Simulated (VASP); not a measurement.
# BeCd3S2 (P6/mmm) in VASP: further runs

Runs on BeCd3S2. Level: PBE. Tasks: single point, relaxation of cell and atoms.

Everything below comes from runs of VASP 6.6.1. Logs are shortened: lines on timing, memory, paths and dates and some standing lists are left out, and cuts for length are marked.

## Step 1: The cell of the first run

The structure is hexagonal, space group P6/mmm (No. 191). Conventional cell: a = 6.418 Å, b = 6.418 Å, c = 3.368 Å, α = 90.00°, β = 90.00°, γ = 120.00°. Within 4.4 Å of Be (site symmetry 6/mmm) lie 2 Be at 3.37 Å and 12 Cd at 3.62 Å and 6 S at 3.71 Å. Within 3.3 Å of Cd (site symmetry mmm) lie 4 S at 2.50 Å and 4 Cd at 3.21 Å. S (site symmetry -6m2) has 6 Cd at 2.50 Å within 3.3 Å.

## Step 2: Single point, PBE

INCAR

```
SYSTEM = BeCd3S2
  PREC = Accurate
  ENCUT = 520
  EDIFF = 1E-6
  ISMEAR = 0
  SIGMA = 0.1
  LREAL = .False.
  LASPH = .True.
  NELM = 80
  ALGO = Normal
  ISIF = 2
  LWAVE = .False.
  LCHARG = .False.
  GGA = PE
  NBANDS = 34
```

KPOINTS

```
regular mesh
0
Gamma
  3 3 6
  0 0 0
```

POSCAR

```
BeCd3S2
1.0
    6.4183976800      0.0000000000      0.0000000000
   -3.2091988400      5.5584954500      0.0000000000
    0.0000000000      0.0000000000      3.3675419500
Be Cd S
1 3 2
Direct
    0.0000000000      0.0000000000      0.5000000000
    0.0000000000      0.5000000000      0.0000000000
    0.5000000000      0.5000000000      0.0000000000
    0.5000000000      0.0000000000      0.0000000000
    0.6666666700      0.3333333300      0.5000000000
    0.3333333300      0.6666666700      0.5000000000
```

Potentials or basis: VASP PAW PBE potentials, release 64 (Be, Cd, S).

Command:

```bash
$ cat potpaw_PBE.64/Be/POTCAR potpaw_PBE.64/Cd/POTCAR potpaw_PBE.64/S/POTCAR > POTCAR
$ mpirun -np 1 vasp_std > vasp.out
```

OUTCAR:

```text
SYSTEM = BeCd3S2
   PREC = Accurate
   ENCUT = 520
   EDIFF = 1E-6
   ISMEAR = 0
   LREAL = .False.
   LASPH = .True.
   NELM = 80
   ISIF = 2
   GGA = PE

 ion  position               nearest neighbor table
   1  0.000  0.000  0.500-
   2  0.000  0.500  0.000-   5 2.50   6 2.50   5 2.50   6 2.50   3 3.21   3 3.21   4 3.21   4 3.21

   3  0.500  0.500  0.000-   5 2.50   6 2.50   5 2.50   6 2.50   2 3.21   2 3.21   4 3.21   4 3.21

   4  0.500  0.000  0.000-   5 2.50   6 2.50   5 2.50   6 2.50   2 3.21   3 3.21   3 3.21   2 3.21

   5  0.667  0.333  0.500-   2 2.50   2 2.50   4 2.50   4 2.50   3 2.50   3 2.50
   6  0.333  0.667  0.500-   2 2.50   2 2.50   4 2.50   4 2.50   3 2.50   3 2.50

  LATTYP: Found a hexagonal cell.
 ALAT       =     6.4183976800
 C/A-ratio  =     0.5246701931

  Lattice vectors:

 A1 = (   6.4183976800,   0.0000000000,   0.0000000000)
 A2 = (  -3.2091988400,   5.5584954500,   0.0000000000)
 A3 = (   0.0000000000,   0.0000000000,   3.3675419500)

Analysis of symmetry for initial positions (statically):
=====================================================================
 Subroutine PRICEL returns:
 Original cell was already a primitive cell.

 Routine SETGRP: Setting up the symmetry group for a
 hexagonal supercell.

 Subroutine GETGRP returns: Found 24 space group operations
 (whereof 24 operations were pure point group operations)
 out of a pool of 24 trial point group operations.

The static configuration has the point symmetry D_6h.

Analysis of symmetry for dynamics (positions and initial velocities):
=====================================================================
 Subroutine PRICEL returns:
 Original cell was already a primitive cell.

 Routine SETGRP: Setting up the symmetry group for a
 hexagonal supercell.

 Subroutine GETGRP returns: Found 24 space group operations
 (whereof 24 operations were pure point group operations)
 out of a pool of 24 trial point group operations.

The dynamic configuration has the point symmetry D_6h.

 Subroutine INISYM returns: Found 24 space group operations
 (whereof 24 operations are pure point group operations),
 and found     1 'primitive' translations

----------------------------------------------------------------------------------------

                                     Primitive cell

  volume of cell :     120.1426

  direct lattice vectors                    reciprocal lattice vectors
     6.418397680  0.000000000  0.000000000     0.155802125  0.089952399  0.000000000
    -3.209198840  5.558495450  0.000000000     0.000000000  0.179904798  0.000000000
     0.000000000  0.000000000  3.367541950     0.000000000  0.000000000  0.296952500

  length of vectors
     6.418397680  6.418397687  3.367541950     0.179904798  0.179904798  0.296952500

  position of ions in fractional coordinates (direct lattice)
     0.000000000  0.000000000  0.500000000
     0.000000000  0.500000000  0.000000000
     0.500000000  0.500000000  0.000000000
     0.500000000  0.000000000  0.000000000
     0.666666670  0.333333330  0.500000000
     0.333333330  0.666666670  0.500000000

  ion indices of the primitive-cell ions
   primitive index   ion index
                 1           1
                 2           2
                 3           3
                 4           4
                 5           5
                 6           6

----------------------------------------------------------------------------------------

 KPOINTS: regular mesh

Automatic generation of k-mesh.
 Grid dimensions read from file:
 generate k-points for:    3    3    6

 Generating k-lattice:

  Cartesian coordinates                     Fractional coordinates (reciprocal lattice)
     0.051934042  0.029984133  0.000000000     0.333333333  0.000000000  0.000000000
     0.000000000  0.059968266  0.000000000     0.000000000  0.333333333  0.000000000
     0.000000000  0.000000000  0.049492083     0.000000000  0.000000000  0.166666667

  Length of vectors
     0.059968266  0.059968266  0.049492083

  Shift w.r.t. Gamma in fractional coordinates (k-lattice)
     0.000000000  0.000000000  0.000000000

 Subroutine IBZKPT returns following result:
 ===========================================

 Found     12 irreducible k-points:

 Following reciprocal coordinates:
            Coordinates               Weight
  0.000000  0.000000  0.000000      1.000000
  0.333333  0.000000  0.000000      6.000000
  0.333333  0.333333  0.000000      2.000000
  0.000000  0.000000  0.166667      2.000000
  0.333333  0.000000  0.166667     12.000000
  0.333333  0.333333  0.166667      4.000000
  0.000000  0.000000  0.333333      2.000000
  0.333333  0.000000  0.333333     12.000000
  0.333333  0.333333  0.333333      4.000000
  0.000000  0.000000  0.500000      1.000000
  0.333333  0.000000  0.500000      6.000000
  0.333333  0.333333  0.500000      2.000000
   k-points           NKPTS =     12   k-points in BZ     NKDIM =     12   number of bands    NBANDS=     34
   number of dos      NEDOS =    301   number of ions     NIONS =      6
   total plane-waves  NPLWV =  64512
   dimension x,y,z NGX =    48 NGY =   48 NGZ =   28
   dimension x,y,z NGXF=    96 NGYF=   96 NGZF=   56
   ions per type =               1   3   2
   NGX,Y,Z   is equivalent  to a cutoff of  12.43, 12.43, 13.82 a.u.
   NGXF,Y,Z  is equivalent  to a cutoff of  24.87, 24.87, 27.65 a.u.
 SYSTEM =  BeCd3S2
   PREC   = accura    normal or accurate (medium, high low for compatibility)
   ISTART =      0    job   : 0-new  1-cont  2-samecut
   ICHARG =      2    charge: 1-file 2-atom 10-const
   ISPIN  =      1    spin polarized calculation?
   LNONCOLLINEAR =      F non collinear calculations
   LSORBIT =      F    spin-orbit coupling
   LASPH  =      T    aspherical Exc in radial PAW
   ENCUT  =  520.0 eV  38.22 Ry    6.18 a.u.  11.93 11.93  6.26*2*pi/ulx,y,z
   NELM   =     80;   NELMIN=  2; NELMDL= -5     # of ELM steps
   EDIFF  = 0.1E-05   stopping-criterion for ELM
   LREAL  =      F    real-space projection
   EDIFFG = 0.1E-04   stopping-criterion for IOM
   NSW    =      0    number of steps for IOM
   IBRION =     -1    ionic relax: 0-MD 1-quasi-New 2-CG
   NFREE  =      0    steps in history (QN), initial steepest desc. (CG)
   ISIF   =      2    stress and relaxation
   ISYM   =      2    0-nonsym 1-usesym 2-fastsym
   POTIM  = 0.5000    time-step for ionic-motion
   TEBEG  =    0.0;   TEEND  =   0.0 temperature during run
   PSTRESS=    0.0 pullay stress
   NELECT =      50.0000    total number of electrons
   NUPDOWN=      -1.0000    fix difference up-down
   EMIN   =  10.00;   EMAX   =-10.00  energy-range for DOS
   EFERMI =   0.00;   METHOD = LEGACY
   ISMEAR =     0;   SIGMA  =   0.10  broadening in eV -4-tet -1-fermi 0-gaus
   EFERMI_NEDOS =   21; number of points for ismear=-14 and -15
   IALGO  =     38    algorithm
   IMIX   =      4    mixing-type and parameters
     AMIX     =   0.40;   BMIX     =  1.00
     AMIX_MAG =   1.60;   BMIX_MAG =  1.00
  volume/ion in A,a.u.               =      20.02       135.13
  Fermi-wavevector in a.u.,A,eV,Ry     =   1.222266  2.309749 20.326221  1.493935
  Thomas-Fermi vector in A             =   2.357419
   LORBIT       =      0    0 simple, 1 ext, 2 COOP (PROOUT), +10 PAW based schemes
   GGA     = PE    functional components
   LHFCALC =     F    Hartree Fock is set to
   AEXX    =    0.0000 exact exchange contribution
   IVDW    =     0    specifies the selected vdW correction
   LEPSILON=     F    determine dielectric tensor
   LRPA    =     F    only Hartree local field effects (RPA)
 non-spin polarized calculation
 Gauss-broadening in eV      SIGMA  =   0.10
  energy-cutoff  :      520.00
  volume of cell :      120.14
 maximum number of plane-waves:      3259
 NGX is ok and might be reduce to    48
   NGX = 23   NGY = 23   NGZ = 13

 number of electron      49.9999990 magnetization

 Free energy of the ion-electron system (eV)
  ---------------------------------------------------
  ext. energy  EPLUGINS =         0.00000000
  ---------------------------------------------------
  free energy    TOTEN  =       -10.06735936 eV

  energy without entropy =      -10.05688696  energy(sigma->0) =      -10.06212316

 E-fermi :   4.2546     XC(G=0): -10.1296

 val. band max:        4.2075932717   @ k =   0.0000   0.0000   0.5000
 cond. band min:       4.3409961628   @ k =   0.3333   0.0000   0.3333
 fundamental gap:      0.1334028911
 Fermi energy:         4.2545518476

 k-point     1 :       0.0000    0.0000    0.0000
  band No.  band energies     occupation
      1     -11.6864      2.00000
      2     -10.4221      2.00000
      3      -6.2241      2.00000
      4      -6.0180      2.00000
      5      -6.0180      2.00000
      6      -5.9459      2.00000
[... 26 lines left out ...]
     33      10.6804      0.00000
     34      10.6810      0.00000

 k-point     2 :       0.3333    0.0000    0.0000
  band No.  band energies     occupation
      1     -11.4660      2.00000
      2     -10.7510      2.00000
      3      -6.0500      2.00000
      4      -5.9333      2.00000
      5      -5.8462      2.00000
      6      -5.7679      2.00000
[... 26 lines left out ...]
     33       9.8363      0.00000
     34      10.6153      0.00000

 k-point     3 :       0.3333    0.3333    0.0000
  band No.  band energies     occupation
      1     -11.1337      2.00000
      2     -11.1337      2.00000
      3      -5.8971      2.00000
      4      -5.7880      2.00000
      5      -5.7880      2.00000
      6      -5.7271      2.00000
[... 26 lines left out ...]
     33       9.5934      0.00000
     34      11.0803      0.00000
[... 260 lines left out ...]
 k-point    11 :       0.3333    0.0000    0.5000
  band No.  band energies     occupation
      1     -10.6002      2.00000
      2     -10.2950      2.00000
      3      -6.6831      2.00000
      4      -6.0019      2.00000
      5      -5.7364      2.00000
      6      -5.6716      2.00000
[... 26 lines left out ...]
     33       9.3986      0.00000
     34      10.1804      0.00000

 k-point    12 :       0.3333    0.3333    0.5000
  band No.  band energies     occupation
      1     -10.4554      2.00000
      2     -10.4554      2.00000
      3      -6.1949      2.00000
      4      -6.1949      2.00000
      5      -5.9264      2.00000
      6      -5.5005      2.00000
[... 26 lines left out ...]
     33       9.2446      0.00000
     34       9.7879      0.00000

------------------------ aborting loop because EDIFF is reached ----------------------------------------

  FORCE on cell =-STRESS in cart. coord.  units (eV):
  Direction    XX          YY          ZZ          XY          YZ          ZX
  --------------------------------------------------------------------------------------
  -------------------------------------------------------------------------------------
  Total       10.6976866     10.6976866     19.0117625      0.0000000      0.0000000      0.0000000
  in kB      142.6604403    142.6604407    253.5339195      0.0000000      0.0000000      0.0000000
  external PRESSURE =     179.6182668 kB  Pullay stress =       0.0000000 kB

 VOLUME and BASIS-vectors are now :
 -----------------------------------------------------------------------------
  energy-cutoff  :      520.00
  volume of cell :      120.14
      direct lattice vectors                 reciprocal lattice vectors
     6.418397680  0.000000000  0.000000000     0.155802125  0.089952399  0.000000000
    -3.209198840  5.558495450  0.000000000     0.000000000  0.179904798  0.000000000
     0.000000000  0.000000000  3.367541950     0.000000000  0.000000000  0.296952500

 POSITION                                       TOTAL-FORCE (eV/Angst)
 -----------------------------------------------------------------------------------
      0.00000      0.00000      1.68377         0.000000      0.000000      0.000000
     -1.60460      2.77925      0.00000         0.000000      0.000000      0.000000
      1.60460      2.77925      0.00000         0.000000      0.000000      0.000000
      3.20920      0.00000      0.00000         0.000000      0.000000      0.000000
      3.20920      1.85283      1.68377         0.000000      0.000000      0.000000
     -0.00000      3.70566      1.68377        -0.000000     -0.000000      0.000000
 -----------------------------------------------------------------------------------
    total drift:                               -0.000000      0.000000      0.000000

  FREE ENERGIE OF THE ION-ELECTRON SYSTEM (eV)
  ---------------------------------------------------
  free  energy   TOTEN  =       -10.0673593575 eV

  energy  without entropy=      -10.0568869611  energy(sigma->0) =      -10.06212316
```

It took 39 s on 1 thread of Intel Xeon Platinum 8488C (Sapphire Rapids), shared host; peak memory 0.25 GiB.

What came out:

```
Free energy            : -10.0674 eV
Pressure               : 18.0 GPa
Band gap on the k mesh : zero (band 25 reaches 5.22 eV, above the bottom of band 26 at 3.60 eV)
```

Caveat: the k points lie up to 0.38 Å⁻¹ apart.

## Step 3: Single point, PBE

This run uses another cell than the first one, of 25.29 Å³/atom, 1.263 times its volume.

INCAR

```
SYSTEM = BeCd3S2
PREC     = Accurate       ! precision mode
ENCUT    = 520            ! plane-wave cutoff, eV
EDIFF    = 1E-6           ! SCF threshold, eV
ISMEAR   = 0              ! smearing method
SIGMA    = 0.1            ! smearing width, eV
LREAL    = .False.        ! projectors in reciprocal space
LASPH    = .True.         ! aspherical terms in the spheres
NELM     = 60             ! most SCF steps
ALGO     = Normal         ! electronic algorithm
ISIF     = 2              ! what is computed and relaxed
LWAVE    = .False.        ! write WAVECAR
LCHARG   = .False.        ! write CHGCAR
GGA      = PE             ! functional
NBANDS   = 34             ! bands
```

KPOINTS

```
Automatic mesh
0
Gamma
  3 3 6
  0 0 0
```

POSCAR

```
BeCd3S2
1.0
    6.8280585377      0.0000000000      0.0000000000
   -3.4140292688      5.9132721522      0.0000000000
    0.0000000000      0.0000000000      3.7579385872
Be Cd S
1 3 2
Direct
    0.0000000000      0.0000000000      0.5000000000
    0.0000000000      0.5000000000      0.0000000000
    0.5000000000      0.5000000000      0.0000000000
    0.5000000000      0.0000000000      0.0000000000
    0.6666666667      0.3333333333      0.5000000000
    0.3333333333      0.6666666667      0.5000000000
```

Potentials or basis: VASP PAW PBE potentials, release 64 (Be, Cd, S).

Command:

```bash
$ cat potpaw_PBE.64/Be/POTCAR potpaw_PBE.64/Cd/POTCAR potpaw_PBE.64/S/POTCAR > POTCAR
$ mpirun -np 1 vasp_std > vasp.out
```

OUTCAR:

```text
SYSTEM = BeCd3S2
   PREC = Accurate
   ENCUT = 520
   EDIFF = 1E-6
   ISMEAR = 0
   LREAL = .False.
   LASPH = .True.
   NELM = 60
   ISIF = 2
   GGA = PE

 ion  position               nearest neighbor table
   1  0.000  0.000  0.500-
   2  0.000  0.500  0.000-   5 2.72   6 2.72   5 2.72   6 2.72   3 3.41   3 3.41   4 3.41   4 3.41

   3  0.500  0.500  0.000-   5 2.72   6 2.72   5 2.72   6 2.72   4 3.41   4 3.41   2 3.41   2 3.41

   4  0.500  0.000  0.000-   5 2.72   6 2.72   5 2.72   6 2.72   3 3.41   3 3.41   2 3.41   2 3.41

   5  0.667  0.333  0.500-   4 2.72   4 2.72   2 2.72   2 2.72   3 2.72   3 2.72
[... 638 lines left out ...]
  -------------------------------------------------------------------------------------
  Total        0.2428518      0.2428518      0.5700884      0.0000000      0.0000000      0.0000000
  in kB        2.5643485      2.5643485      6.0197434      0.0000000      0.0000000      0.0000000
  external PRESSURE =       3.7161468 kB  Pullay stress =       0.0000000 kB

 VOLUME and BASIS-vectors are now :
 -----------------------------------------------------------------------------
  energy-cutoff  :      520.00
  volume of cell :      151.73
      direct lattice vectors                 reciprocal lattice vectors
     6.828058538  0.000000000  0.000000000     0.146454515  0.084555554  0.000000000
    -3.414029269  5.913272152  0.000000000     0.000000000  0.169111107  0.000000000
     0.000000000  0.000000000  3.757938587     0.000000000  0.000000000  0.266103337

 POSITION                                       TOTAL-FORCE (eV/Angst)
 -----------------------------------------------------------------------------------
      0.00000      0.00000      1.87897        -0.000000      0.000000      0.000000
     -1.70701      2.95664      0.00000        -0.000000      0.000000      0.000000
      1.70701      2.95664      0.00000        -0.000000      0.000000      0.000000
      3.41403      0.00000      0.00000        -0.000000      0.000000      0.000000
      3.41403      1.97109      1.87897        -0.000000      0.000000      0.000000
     -0.00000      3.94218      1.87897         0.000000     -0.000000      0.000000
 -----------------------------------------------------------------------------------
    total drift:                                0.000000     -0.000000      0.000000

  FREE ENERGIE OF THE ION-ELECTRON SYSTEM (eV)
  ---------------------------------------------------
  free  energy   TOTEN  =       -11.6432148323 eV

  energy  without entropy=      -11.6329038922  energy(sigma->0) =      -11.63805936
```

OSZICAR:

```text
N       E                     dE             d eps       ncg     rms          rms(c)
DAV:   1     0.334196076344E+03    0.33420E+03   -0.23669E+04   816   0.133E+03
DAV:   2     0.797899671336E+01   -0.32622E+03   -0.31048E+03   896   0.328E+02
DAV:   3    -0.124802369388E+02   -0.20459E+02   -0.20005E+02   966   0.797E+01
DAV:   4    -0.127997610106E+02   -0.31952E+00   -0.31909E+00   926   0.900E+00
DAV:   5    -0.128042549036E+02   -0.44939E-02   -0.44931E-02   996   0.113E+00    0.136E+01
DAV:   6    -0.116579452108E+02    0.11463E+01   -0.23398E+00   968   0.119E+01    0.962E+00
DAV:   7    -0.116566190720E+02    0.13261E-02   -0.82314E-01   868   0.387E+00    0.355E+00
DAV:   8    -0.116462644714E+02    0.10355E-01   -0.12012E-01   920   0.252E+00    0.536E-01
DAV:   9    -0.116432053168E+02    0.30592E-02   -0.24422E-02   910   0.128E+00    0.154E-01
DAV:  10    -0.116431537159E+02    0.51601E-04   -0.16491E-03   906   0.302E-01    0.123E-01
DAV:  11    -0.116432052208E+02   -0.51505E-04   -0.39779E-04   912   0.913E-02    0.429E-02
DAV:  12    -0.116432150896E+02   -0.98688E-05   -0.37294E-05   878   0.393E-02    0.166E-02
DAV:  13    -0.116432148323E+02    0.25731E-06   -0.29905E-06   784   0.134E-02
   1 F= -.11643215E+02 E0= -.11638059E+02  d E =-.103109E-01
```

stdout:

```text
POSCAR found type information on POSCAR BeCdS
 POSCAR found :  3 types and       6 ions
 scaLAPACK will be used
 LDA part: xc-table for (Slater+PW92), standard interpolation
 POSCAR, INCAR and KPOINTS ok, starting setup
 FFT: planning ... GRIDC
 FFT: planning ... GRID_SOFT
 FFT: planning ... GRID
 WAVECAR not read
 entering main loop
```

It took 54 s on 1 thread of Intel Xeon Platinum 8488C (Sapphire Rapids), shared host; peak memory 0.29 GiB.

What came out:

```yaml
Free_energy: -11.6432 eV
Pressure: 0.4 GPa
Band_gap_on_the_k_mesh: zero (band 25 reaches 3.06 eV, above the bottom of band 26 at 1.58 eV)
```

Levels at points of the mesh, in eV from the Fermi level:
```tsv
k point	band 21	band 22	band 23	band 24	band 25	band 26	band 27	band 28	band 29	band 30
(0.00, 0.00, 0.00)	-3.71	-3.37	-3.16	-1.28	-0.19	0.55	0.55	2.41	3.32	3.32
(0.00, 0.00, 0.50)	-4.18	-1.88	-1.88	-1.26	-0.64	-0.64	0.27	1.20	1.20	2.47
```

(Part 1 of 2 ends here.)
